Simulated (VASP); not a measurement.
Crystal: Ir.

```xyz
2
Lattice="12.2385 0.0000 0.0000 0.0000 2.2334 0.0000 0.0000 0.0000 7.1930" Properties=species:S:1:pos:R:3 pbc="T T T"
Ir    3.0596    0.0000    1.1796
Ir    9.1788    0.0000    6.0134
```

| Property | Result |
| --- | --- |
| Program | VASP 6.6.1 |
| Task | relaxation of cell and atoms |
| Functional | PBEsol |
| Potentials or basis | VASP PAW PBE potentials, release 64 (Ir) |
| Cutoff | 600 eV |
| k mesh | 3 × 15 × 5 |
| Occupations | fermi-dirac, width 0.15 eV |
| Spin | no spin polarisation |

At the start: pressure 0.8 GPa; volume 98.31 Å³/atom.

**Question.** How do energy, volume and symmetry change on relaxing?

**Answer.** Over 4 steps the energy falls by 8.8 meV/atom and the volume is 99.47 Å³/atom (+1.2 %); space group Pmma (No. 51, to 0.1 Å) before and after.

Step by step:
| step | energy change (eV) | largest force (eV/Å) | pressure (GPa) | volume (Å³) |
| --- | --- | --- | --- | --- |
| 1 | 0.0000 | 0.0008 | 0.81 | 196.61 |
| 2 | 0.3364 | 0.0009 | -2.82 | 210.80 |
| 3 | -0.0175 | 0.0008 | -0.08 | 199.14 |
| 4 | -0.0176 | 0.0007 | -0.01 | 198.94 |

Final structure:
```
Ir
1.0
    12.23758    0.00000    0.00000
     0.00000    2.26016    0.00000
     0.00000    0.00000    7.19268
Ir
2
Cartesian
  3.0594 0.0000 1.1795
  9.1782 0.0000 6.0132
```

Caveat: the PAW data sets were made with another functional, which shifts forces and pressure a little.
